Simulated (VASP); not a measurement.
Input of a VASP 6.6.1 run:

File INCAR:

```
SYSTEM = Zn
ALGO = Fast ; EDIFF = 1E-6
ENCUT = 520 ; GGA = PE
ISIF = 2 ; ISMEAR = 0
LASPH = .True. ; LCHARG = .False.
LREAL = .False. ; LWAVE = .False.
NBANDS = 19 ; NELM = 80
PREC = Accurate ; SIGMA = 0.15
```

File KPOINTS:

```
k-points
0
Gamma
  24 24 10
  0 0 0
```

The input POSCAR:

```
Zn
1.0
    2.5582061311      0.0000000000      0.0000000000
   -1.2791030655      2.2154714976      0.0000000000
    0.0000000000      0.0000000000      4.7488320000
Zn
2
Direct
    0.3333333333      0.6666666667      0.2500000000
    0.6666666667      0.3333333333      0.7500000000
```

Potentials or basis: VASP PAW PBE potentials, release 64 (Zn).

The run is started by

```console
$ cat potpaw_PBE.64/Zn/POTCAR > POTCAR
$ mpirun -np 1 vasp_std > vasp.out
```

Question: Predict the pressure.

Answer: 13.3 GPa.

Question: What does it give for the band gap on the k mesh?

Answer: Zero (band 12 reaches 5.54 eV, above the bottom of band 13 at 1.11 eV).

Stress tensor (GPa, compression positive):
```
14.24  0.00  0.00
 0.00 14.24  0.00
 0.00  0.00 11.57
```

Caveat: the cell differs from its parent crystal (strain -0.040 along x and y, -0.040 along z).
